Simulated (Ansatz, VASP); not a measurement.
## CdSe in VASP and in Ansatz

POSCAR

```
CdSe
1.0
    4.3000000000      0.0000000000      0.0000000000
   -2.1500000000      3.7239092363      0.0000000000
    0.0000000000      0.0000000000      7.0200000000
Cd Se
2 2
Direct
    0.6666666667      0.3333333333      0.5000000000
    0.3333333333      0.6666666667      0.0000000000
    0.6666666667      0.3333333333      0.8850000000
    0.3333333333      0.6666666667      0.3850000000
```

Contents of INCAR.step1:

```
SYSTEM = CdSe
ALGO = Normal
EDIFF = 1E-5
ENCUT = 520
GGA = PE
ISIF = 2
ISMEAR = -1
LASPH = .TRUE.
LCHARG = .FALSE.
LREAL = .FALSE.
LUSENCCL = .FALSE.
LWAVE = .TRUE.
NBANDS = 26
NELM = 100
PREC = Accurate
SIGMA = 0.05
```

INCAR.step2

```
SYSTEM = CdSe
AEXX = 0.2
AGGAC = 0.81
AGGAX = 0.72
ALDAC = 0.19
ALGO = Normal
EDIFF = 1E-6
ENCUT = 520
GGA = B5
ISIF = 2
ISMEAR = -1
ISTART = 1
LASPH = .TRUE.
LCHARG = .FALSE.
LHFCALC = .TRUE.
LREAL = .FALSE.
LUSENCCL = .FALSE.
LWAVE = .FALSE.
NBANDS = 26
NELM = 100
PREC = Accurate
PRECFOCK = Normal
SIGMA = 0.05
```

File KPOINTS:

```
k-points
0
G
  4 4 2
  0 0 0
```

The input input.yaml:

```yaml
crystal:
  lattice:
    - [4.3, 0.0, 0.0]
    - [-2.15, 3.7239092363, 0.0]
    - [0.0, 0.0, 7.02]
  atoms:
    - { symbol: Cd, position: [0.6666666667, 0.3333333333, 0.5] }
    - { symbol: Cd, position: [0.3333333333, 0.6666666667, 0.0] }
    - { symbol: Se, position: [0.6666666667, 0.3333333333, 0.885] }
    - { symbol: Se, position: [0.3333333333, 0.6666666667, 0.385] }
hamiltonian:
  xc: b3lyp5
  pseudopotentials: { kind: paw }
kpoints:
  mp_grid: { grid: [4, 4, 2] }
  band_path:
    path:
      - [[0.0, 0.0, 0.0], [0.5, 0.0, 0.0], [0.3333333333, 0.3333333333, 0.0], [0.0, 0.0, 0.0], [0.0, 0.0, 0.5], [0.5, 0.0, 0.5], [0.3333333333, 0.3333333333, 0.5], [0.0, 0.0, 0.5]]
      - [[0.5, 0.0, 0.5], [0.5, 0.0, 0.0]]
      - [[0.3333333333, 0.3333333333, 0.0], [0.3333333333, 0.3333333333, 0.5]]
    npoints: 4
scf:
  occupations: { method: fermi_dirac, width: 0.05 }
  n_extra_bands: 10
output:
  forces: true
  stress: true
  eigenvalues: true
  fatbands: false
  write_density: true
  write_potential: true
  elf: true
  volumetric_format: npy
```

Alike in both runs: functional B3LYP5; k mesh 4 × 4 × 2; occupations fermi-dirac, width 0.05 eV; no spin polarisation.

|  | VASP | Ansatz |
| --- | --- | --- |
| version | VASP 6.6.1 | Ansatz 0.2.0 |
| potentials or method | VASP PAW PBE potentials, release 64 (Cd, Se) | Ansatz PAW |
| plane-wave cutoff (eV) | 520 | 420 |
| valence electrons in the cell | 36 | 72 |
| task | single point | band structure |

|  | VASP | Ansatz | Ansatz less VASP |
| --- | --- | --- | --- |
| gap on the k mesh at the Fermi level (eV) | 1.95 | 1.89 | -0.068 |
| least direct gap on the mesh (eV) | 1.95 | 1.89 | -0.068 |
| pressure (GPa) | 4.6 | 4.4 | -0.26 |
| traceless stress, the component that is largest in VASP (GPa) | -1.59 | -1.53 | +0.061 |
| rms of the force components (eV/Å) | 0.187 | 0.181 | -0.0063 |

VASP's potentials were made for PBE, not for B3LYP5. Atom by atom the forces differ by 0.006 eV/Å (rms over components). VASP's potentials hold 36 valence electrons a cell and Ansatz's 72, so a difference there can come from the potentials and not from the codes.

The k mesh is coarse, so the values compare programs but aren't converged.
